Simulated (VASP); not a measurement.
# Be3Te2S (Cmc2_1) in VASP: further runs

Be3Te2S is run at these levels: PBE; tasks: single point, relaxation of cell and atoms.

All numbers are computed with VASP 6.6.1; they aren't measurements. Logs are shortened: lines on timing, memory, paths and dates and some standing lists are left out, and cuts for length are marked.

### Step 1. The cell of the first run

Symmetry: Cmc2_1, No. 36, orthorhombic system. The conventional cell has a = 11.436 Å, b = 6.580 Å, c = 6.269 Å, α = 90.00°, β = 90.00°, γ = 90.00°. Within 2.8 Å of Be (site symmetry m) lie 2 S at 2.14 to 2.18 Å and 2 Te at 2.46 Å. Be (site symmetry 1) has 1 S at 2.12 Å and 3 Te at 2.44 to 2.45 Å within 2.8 Å. Within 3.2 Å of Te (site symmetry 1) lie 4 Be at 2.44 to 2.46 Å. Within 2.8 Å of S (site symmetry m) lie 4 Be at 2.12 to 2.18 Å.

### Step 2. Single point, PBE

Input file INCAR:

```
ALGO = Normal
EDIFF = 1E-6
ENCUT = 520
GGA = PE
ISIF = 2
ISMEAR = 0
LASPH = True
LCHARG = True
LELF = True
LREAL = False
LVHAR = True
LWAVE = False
NBANDS = 36
NELM = 80
PREC = Accurate
SIGMA = 0.02
```

Input file KPOINTS:

```
k-points
0
Gamma
  4 4 4
```

Input file POSCAR:

```
Be3Te2S
1.0
    5.7178845399     -3.2899509275      0.0000000000
    5.7178845399      3.2899509275      0.0000000000
    0.0000000000      0.0000000000      6.2688958374
Be Te S
6 4 2
Direct
    0.8636222188      0.1363777812      0.8457690275
    0.1363777812      0.8636222188      0.3457690275
    0.1639653799      0.5368451750      0.8894840011
    0.8360346201      0.4631548250      0.3894840011
    0.5368451750      0.1639653799      0.3894840011
    0.4631548250      0.8360346201      0.8894840011
    0.1679525039      0.5067896639      0.5010371273
    0.8320474961      0.4932103361      0.0010371273
    0.5067896639      0.1679525039      0.0010371273
    0.4932103361      0.8320474961      0.5010371273
    0.8454298605      0.1545701395      0.4981887156
    0.1545701395      0.8454298605      0.9981887156
```

Potentials or basis: VASP PAW PBE potentials, release 64 (Be, Te, S).

On the command line:

```
> cat potpaw_PBE.64/Be/POTCAR potpaw_PBE.64/Te/POTCAR potpaw_PBE.64/S/POTCAR > POTCAR
> mpirun -np 1 vasp_std > vasp.out
```

OUTCAR:

```text
EDIFF = 1E-6
   ENCUT = 520
   GGA = PE
   ISIF = 2
   ISMEAR = 0
   LASPH = True
   LREAL = False
   NELM = 80
   PREC = Accurate

 ion  position               nearest neighbor table
   1  0.864  0.136  0.846-  12 2.14  11 2.18   8 2.46   9 2.46
   2  0.136  0.864  0.346-  11 2.14  12 2.18   7 2.46  10 2.46
   3  0.164  0.537  0.889-  12 2.12   7 2.44   9 2.45   8 2.45
   4  0.836  0.463  0.389-  11 2.12   8 2.44  10 2.45   7 2.45
   5  0.537  0.164  0.389-  11 2.12   9 2.44   7 2.45  10 2.45
   6  0.463  0.836  0.889-  12 2.12  10 2.44   8 2.45   9 2.45
   7  0.168  0.507  0.501-   3 2.44   5 2.45   4 2.45   2 2.46
   8  0.832  0.493  0.001-   4 2.44   6 2.45   3 2.45   1 2.46
   9  0.507  0.168  0.001-   5 2.44   3 2.45   6 2.45   1 2.46
  10  0.493  0.832  0.501-   6 2.44   4 2.45   5 2.45   2 2.46
  11  0.845  0.155  0.498-   4 2.12   5 2.12   2 2.14   1 2.18
  12  0.155  0.845  0.998-   3 2.12   6 2.12   1 2.14   2 2.18

  LATTYP: Found a base centered orthorhombic cell.
 ALAT       =     6.5799018550
 B/A-ratio  =     1.7379847499
 C/A-ratio  =     0.9527339428

  Lattice vectors:

 A1 = (  -5.7178845399,  -3.2899509275,   0.0000000000)
 A2 = (   5.7178845399,  -3.2899509275,   0.0000000000)
 A3 = (   0.0000000000,   0.0000000000,   6.2688958374)

Analysis of symmetry for initial positions (statically):
=====================================================================
 Subroutine PRICEL returns:
 Original cell was already a primitive cell.

 Routine SETGRP: Setting up the symmetry group for a
 base centered orthorhombic supercell.

 Subroutine GETGRP returns: Found  4 space group operations
 (whereof  2 operations were pure point group operations)
 out of a pool of  8 trial point group operations.

The static configuration has the point symmetry C_1h.
 The point group associated with its full space group is C_2v.

Analysis of symmetry for dynamics (positions and initial velocities):
=====================================================================
 Subroutine PRICEL returns:
 Original cell was already a primitive cell.

 Routine SETGRP: Setting up the symmetry group for a
 base centered orthorhombic supercell.

 Subroutine GETGRP returns: Found  4 space group operations
 (whereof  2 operations were pure point group operations)
[... 127 lines left out ...]
   POTIM  = 0.5000    time-step for ionic-motion
   TEBEG  =    0.0;   TEEND  =   0.0 temperature during run
   PSTRESS=    0.0 pullay stress
   NELECT =      48.0000    total number of electrons
   NUPDOWN=      -1.0000    fix difference up-down
   EMIN   =  10.00;   EMAX   =-10.00  energy-range for DOS
   EFERMI =   0.00;   METHOD = LEGACY
   ISMEAR =     0;   SIGMA  =   0.02  broadening in eV -4-tet -1-fermi 0-gaus
   EFERMI_NEDOS =   21; number of points for ismear=-14 and -15
   IALGO  =     38    algorithm
   IMIX   =      4    mixing-type and parameters
     AMIX     =   0.40;   BMIX     =  1.00
     AMIX_MAG =   1.60;   BMIX_MAG =  1.00
  volume/ion in A,a.u.               =      19.65       132.64
  Fermi-wavevector in a.u.,A,eV,Ry     =   0.962956  1.819724 12.616479  0.927285
  Thomas-Fermi vector in A             =   2.092460
   LORBIT       =      0    0 simple, 1 ext, 2 COOP (PROOUT), +10 PAW based schemes
   GGA     = PE    functional components
   LHFCALC =     F    Hartree Fock is set to
   AEXX    =    0.0000 exact exchange contribution
   IVDW    =     0    specifies the selected vdW correction
   LEPSILON=     F    determine dielectric tensor
   LRPA    =     F    only Hartree local field effects (RPA)
 non-spin polarized calculation
 Gauss-broadening in eV      SIGMA  =   0.02
  energy-cutoff  :      520.00
  volume of cell :      235.86
 maximum number of plane-waves:      6371
 NGX is ok and might be reduce to    50
   NGX = 25   NGY = 25   NGZ = 23

 number of electron      47.9999998 magnetization

 Free energy of the ion-electron system (eV)
  ---------------------------------------------------
  ext. energy  EPLUGINS =         0.00000000
  ---------------------------------------------------
  free energy    TOTEN  =       -49.89445512 eV

  energy without entropy =      -49.89445512  energy(sigma->0) =      -49.89445512

 E-fermi :   5.0449     XC(G=0):  -9.2444

 val. band max:        4.9374383426   @ k =   0.0000   0.0000   0.0000
 cond. band min:       7.4883002497   @ k =   0.5000   0.5000   0.0000
 fundamental gap:      2.5508619071
 Fermi energy:         5.0448784695

 k-point     1 :       0.0000    0.0000    0.0000
  band No.  band energies     occupation
      1      -8.5335      2.00000
      2      -7.9695      2.00000
      3      -6.4500      2.00000
      4      -5.5810      2.00000
      5      -5.2146      2.00000
      6      -5.1920      2.00000
[... 808 lines left out ...]
     35      10.1586      0.00000
     36      10.1586      0.00000

------------------------ aborting loop because EDIFF is reached ----------------------------------------

  FORCE on cell =-STRESS in cart. coord.  units (eV):
  Direction    XX          YY          ZZ          XY          YZ          ZX
  --------------------------------------------------------------------------------------
  -------------------------------------------------------------------------------------
  Total        0.1394893      0.1452693      0.1575824      0.0000000      0.0000000      0.0000000
  in kB        0.9475573      0.9868214      1.0704651      0.0000000      0.0000000      0.0000000
  external PRESSURE =       1.0016146 kB  Pullay stress =       0.0000000 kB

 VOLUME and BASIS-vectors are now :
 -----------------------------------------------------------------------------
  energy-cutoff  :      520.00
  volume of cell :      235.86
      direct lattice vectors                 reciprocal lattice vectors
     5.717884540 -3.289950928  0.000000000     0.087444928 -0.151977951  0.000000000
     5.717884540  3.289950928  0.000000000     0.087444928  0.151977951  0.000000000
     0.000000000  0.000000000  6.268895837     0.000000000  0.000000000  0.159517725

 POSITION                                       TOTAL-FORCE (eV/Angst)
 -----------------------------------------------------------------------------------
      5.71788     -2.39260      5.30204         0.000000     -0.011922     -0.004353
      5.71788      2.39260      2.16759         0.000000      0.011922     -0.004353
      4.00715      1.22676      5.57608         0.014218      0.008550      0.003246
      7.42862     -1.22676      2.44163        -0.014218     -0.008550      0.003246
      4.00715     -1.22676      2.44163         0.014218     -0.008550      0.003246
      7.42862      1.22676      5.57608        -0.014218      0.008550      0.003246
      3.85810      1.11476      3.14095         0.000594      0.002157     -0.001229
      7.57767     -1.11476      0.00650        -0.000594     -0.002157     -0.001229
      3.85810     -1.11476      0.00650         0.000594     -0.002157     -0.001229
      7.57767      1.11476      3.14095        -0.000594      0.002157     -0.001229
      5.71788     -2.27289      3.12309         0.000000     -0.002619      0.000319
      5.71788      2.27289      6.25754         0.000000      0.002619      0.000319
 -----------------------------------------------------------------------------------
    total drift:                               -0.000000     -0.000000     -0.000285

  FREE ENERGIE OF THE ION-ELECTRON SYSTEM (eV)
  ---------------------------------------------------
  free  energy   TOTEN  =       -49.8944551211 eV

  energy  without entropy=      -49.8944551211  energy(sigma->0) =      -49.89445512
```

stdout:

```text
POSCAR found type information on POSCAR BeTeS
 POSCAR found :  3 types and      12 ions
 scaLAPACK will be used
 LDA part: xc-table for (Slater+PW92), standard interpolation
 POSCAR, INCAR and KPOINTS ok, starting setup
 FFT: planning ... GRIDC
 FFT: planning ... GRID_SOFT
 FFT: planning ... GRID
 WAVECAR not read
 entering main loop
```

Wall time 3.2 min (1 thread of Intel Xeon Platinum 8259CL at 2.50GHz (Skylake/Cascade Lake), shared host); peak memory 0.42 GiB.

What came out:

| Quantity | Value |
| --- | --- |
| Free energy | -49.8945 eV |
| Pressure | 0.1 GPa |
| Largest force | 0.017 eV/Å |
| Band gap on the k mesh | 2.55 eV (least direct gap 2.62 eV) |

Forces in eV/Å, atoms in the order of the input:
```
Be   0.000 -0.012 -0.004
Be   0.000  0.012 -0.004
Be   0.014  0.009  0.003
Be  -0.014 -0.009  0.003
Be   0.014 -0.009  0.003
Be  -0.014  0.009  0.003
Te   0.001  0.002 -0.001
Te  -0.001 -0.002 -0.001
Te   0.001 -0.002 -0.001
Te  -0.001  0.002 -0.001
S    0.000 -0.003  0.000
S    0.000  0.003  0.000
```

Caveat: spin-orbit coupling is left out, which moves the levels of the heavy elements.

### Step 3. Relaxation of cell and atoms, PBE

Input file INCAR:

```
  ALGO = Normal
  EDIFF = 1E-7
  EDIFFG = -0.01
  ENCUT = 600
  GGA = PE
  IBRION = 2
  ISIF = 3
  ISMEAR = 0
  LASPH = True
  LCHARG = False
  LREAL = False
  LWAVE = False
  NELM = 60
  NSW = 100
  PREC = Accurate
  SIGMA = 0.02
```

KPOINTS is that of step 2.

Input file POSCAR:

```
Be3Te2S
1.0
    5.7229426683     -3.2921093592      0.0000000000
    5.7229426683      3.2921093592      0.0000000000
    0.0000000000      0.0000000000      6.2620061555
Be Te S
6 4 2
Direct
    0.8636109581      0.1363890419      0.8462242526
    0.1363890419      0.8636109581      0.3462242526
    0.1639065409      0.5368705286      0.8895983318
    0.8360934591      0.4631294714      0.3895983318
    0.5368705286      0.1639065409      0.3895983318
    0.4631294714      0.8360934591      0.8895983318
    0.1682064747      0.5060679374      0.5006623053
    0.8317935253      0.4939320626      0.0006623053
    0.5060679374      0.1682064747      0.0006623053
    0.4939320626      0.8317935253      0.5006623053
    0.8451953674      0.1548046326      0.4982544730
    0.1548046326      0.8451953674      0.9982544730
```

Potentials or basis: VASP PAW PBE potentials, release 64 (Be, Te, S).

On the command line:

```
> cat potpaw_PBE.64/Be/POTCAR potpaw_PBE.64/Te/POTCAR potpaw_PBE.64/S/POTCAR > POTCAR
> mpirun -np 1 vasp_std > vasp.out
```

OUTCAR:

```text
EDIFF = 1E-7
   EDIFFG = -0.01
   ENCUT = 600
   GGA = PE
   IBRION = 2
   ISIF = 3
   ISMEAR = 0
   LASPH = True
   LREAL = False
   NELM = 60
   NSW = 100
   PREC = Accurate

 ion  position               nearest neighbor table
   1  0.864  0.136  0.846-  12 2.14  11 2.18   8 2.46   9 2.46
   2  0.136  0.864  0.346-  11 2.14  12 2.18   7 2.46  10 2.46
   3  0.164  0.537  0.890-  12 2.12   7 2.44   9 2.45   8 2.45
   4  0.836  0.463  0.390-  11 2.12   8 2.44  10 2.45   7 2.45
   5  0.537  0.164  0.390-  11 2.12   9 2.44   7 2.45  10 2.45
   6  0.463  0.836  0.890-  12 2.12  10 2.44   8 2.45   9 2.45
   7  0.168  0.506  0.501-   3 2.44   5 2.45   4 2.45   2 2.46
   8  0.832  0.494  0.001-   4 2.44   6 2.45   3 2.45   1 2.46
   9  0.506  0.168  0.001-   5 2.44   3 2.45   6 2.45   1 2.46
  10  0.494  0.832  0.501-   6 2.44   4 2.45   5 2.45   2 2.46
  11  0.845  0.155  0.498-   4 2.12   5 2.12   2 2.14   1 2.18
  12  0.155  0.845  0.998-   3 2.12   6 2.12   1 2.14   2 2.18

[... 213 lines left out ...]
  Total       -0.0363377      0.0805386      0.3184508      0.0000000      0.0000000      0.0000000
  in kB       -0.2467352      0.5468617      2.1622994      0.0000000      0.0000000      0.0000000
  external PRESSURE =       0.8208087 kB  Pullay stress =       0.0000000 kB
[... 171 lines left out ...]
--------------------------------------- Ionic step        5  -------------------------------------------

 number of electron      47.9999999 magnetization

 Free energy of the ion-electron system (eV)
  ---------------------------------------------------
  ext. energy  EPLUGINS =         0.00000000
  ---------------------------------------------------
  free energy    TOTEN  =       -49.89529851 eV

  energy without entropy =      -49.89529851  energy(sigma->0) =      -49.89529851

 E-fermi :   5.0122     XC(G=0):  -9.2377

 val. band max:        4.9190182457   @ k =   0.0000   0.0000   0.0000
 cond. band min:       7.4723937345   @ k =   0.5000   0.5000   0.0000
 fundamental gap:      2.5533754888
 Fermi energy:         5.0121776135

 k-point     1 :       0.0000    0.0000    0.0000
  band No.  band energies     occupation
      1      -8.5472      2.00000
      2      -7.9868      2.00000
      3      -6.4597      2.00000
      4      -5.5914      2.00000
      5      -5.2258      2.00000
      6      -5.2028      2.00000
[... 742 lines left out ...]
  FREE ENERGIE OF THE ION-ELECTRON SYSTEM (eV)
  ---------------------------------------------------
  free  energy   TOTEN  =       -49.8952985103 eV

  energy  without entropy=      -49.8952985103  energy(sigma->0) =      -49.89529851

 reached required accuracy - stopping structural energy minimisation
```

OSZICAR:

```text
N       E                     dE             d eps       ncg     rms          rms(c)
DAV:   1     0.217068244363E+03    0.21707E+03   -0.19865E+04  1302   0.143E+03
DAV:   2    -0.277147131762E+02   -0.24478E+03   -0.23240E+03  1625   0.206E+02
DAV:   3    -0.500661838933E+02   -0.22351E+02   -0.22171E+02  1684   0.758E+01
[... 44 lines left out ...]
DAV:   3    -0.498952989917E+02    0.18173E-04   -0.52389E-05  1576   0.324E-02    0.160E-02
DAV:   4    -0.498952973917E+02    0.16000E-05   -0.56632E-06  1694   0.103E-02    0.860E-03
DAV:   5    -0.498952981298E+02   -0.73812E-06   -0.14422E-06  1670   0.484E-03    0.428E-03
DAV:   6    -0.498952984190E+02   -0.28924E-06   -0.15503E-07  1037   0.200E-03    0.198E-03
DAV:   7    -0.498952985103E+02   -0.91205E-07   -0.84116E-08   959   0.141E-03
   5 F= -.49895299E+02 E0= -.49895299E+02  d E =-.133082E-03
```

It took 9.2 min on 1 thread of Oxide Virtual Turin-like, shared host; peak memory 0.47 GiB.

Results:

```
Free energy                           : -49.8953 eV
Relaxed volume                        : 19.69 Å³/atom
Relaxed cell                          : a = 6.600 Å, b = 6.600 Å, c = 6.273 Å, α = 90.00°, β = 90.00°, γ = 59.85°
Space group after relaxing (to 0.1 Å) : Cmc2_1 (No. 36)
Energy gained by relaxing             : 0.1 meV/atom
Ionic steps                           : 5
Pressure after relaxing               : 0.0 GPa
Largest force after relaxing          : 0.010 eV/Å
Band gap on the k mesh                : 2.55 eV (least direct gap 2.62 eV)
```

Forces in eV/Å, atoms in the order of the input:
```
Be   0.000 -0.004 -0.009
Be   0.000  0.004 -0.009
Be   0.003  0.000  0.002
Be  -0.003  0.000  0.002
Be   0.003  0.000  0.002
Be  -0.003  0.000  0.002
Te   0.000  0.001  0.001
Te   0.000 -0.001  0.001
Te   0.000 -0.001  0.001
Te   0.000  0.001  0.001
S    0.000 -0.004  0.003
S    0.000  0.004  0.003
```

Step by step:
```csv
step,energy change (eV),largest force (eV/Å),pressure (GPa),volume (Å³)
1,0.0000,0.0412,0.08,235.96
2,-0.0006,0.0216,-0.02,236.30
3,-0.0007,0.0133,-0.07,236.49
4,-0.0007,0.0132,-0.06,236.47
5,-0.0008,0.0098,0.00,236.25
```

Final structure:
```
CELL_PARAMETERS angstrom
5.72006 -3.29220 0.00000
5.72006 3.29220 0.00000
0.00000 0.00000 6.27274
ATOMIC_POSITIONS crystal
Be 0.86371 0.13629 0.84601
Be 0.13629 0.86371 0.34601
Be 0.16385 0.53723 0.88942
Be 0.83615 0.46277 0.38942
Be 0.53723 0.16385 0.38942
Be 0.46277 0.83615 0.88942
Te 0.16805 0.50667 0.50095
Te 0.83195 0.49333 0.00095
Te 0.50667 0.16805 0.00095
Te 0.49333 0.83195 0.50095
S 0.84555 0.15445 0.49826
S 0.15445 0.84555 0.99826
```

Levels at points of the mesh, in eV from the valence-band top:
| k point | band 22 | band 23 | band 24 | band 25 | band 26 | band 27 |
| --- | --- | --- | --- | --- | --- | --- |
| (0.00, 0.00, 0.00) | -0.15 | -0.11 | 0.00 | 2.62 | 2.70 | 3.25 |
| (0.50, 0.00, 0.00) | -0.94 | -0.83 | -0.81 | 2.65 | 3.91 | 4.04 |
| (0.50, 0.50, 0.00) | -1.33 | -0.52 | -0.47 | 2.55 | 3.93 | 3.96 |
| (0.00, 0.00, 0.50) | -0.64 | -0.43 | -0.43 | 3.37 | 3.37 | 3.97 |
| (0.50, 0.00, 0.50) | -1.47 | -1.33 | -1.33 | 2.90 | 2.90 | 3.81 |
| (0.50, 0.50, 0.50) | -1.46 | -1.35 | -1.35 | 2.83 | 2.83 | 3.82 |

Caveat: spin-orbit coupling is left out, which moves the levels of the heavy elements. A k mesh can miss the band edges.
